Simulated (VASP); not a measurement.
A run of VASP 6.6.1 is set up as follows.

The input INCAR:

```
SYSTEM = NaCaI3
PREC = Accurate ; ENCUT = 520
EDIFF = 1E-6 ; ISMEAR = -1
SIGMA = 0.02 ; LREAL = .False.
LASPH = .True. ; NELM = 100
ALGO = Normal ; ISIF = 2
LWAVE = .False. ; LCHARG = .False.
GGA = PE ; NBANDS = 27
```

Contents of KPOINTS:

```
Automatic mesh
0
Gamma
  4 4 4
  0 0 0
```

POSCAR

```
NaCaI3
1.0
    6.0646387483      0.0000000000      0.0000000000
    0.0000000000      6.0646387483      0.0000000000
    0.0000000000      0.0000000000      6.0646387483
Na Ca I
1 1 3
Direct
    0.0000000000      0.0000000000      0.0000000000
    0.5000000000      0.5000000000      0.5000000000
    0.5000000000      0.5000000000      0.0000000000
    0.5000000000      0.0000000000      0.5000000000
    0.0000000000      0.5000000000      0.5000000000
```

Potentials or basis: VASP PAW PBE potentials, release 64 (Na_pv, Ca_sv, I).

Command:

```console
$ cat potpaw_PBE.64/Na_pv/POTCAR potpaw_PBE.64/Ca_sv/POTCAR potpaw_PBE.64/I/POTCAR > POTCAR
$ mpirun -np 1 vasp_std > vasp.out
```

(1) What does it give for the pressure?

(2) Estimate the band gap on the k mesh.

Answers

(1) 0.7 GPa.

(2) 2.39 eV, indirect (least direct gap 2.74 eV).

Caveat: the cell differs from its parent crystal (strain -1.0%); spin-orbit coupling is left out, which moves the levels of the heavy elements.
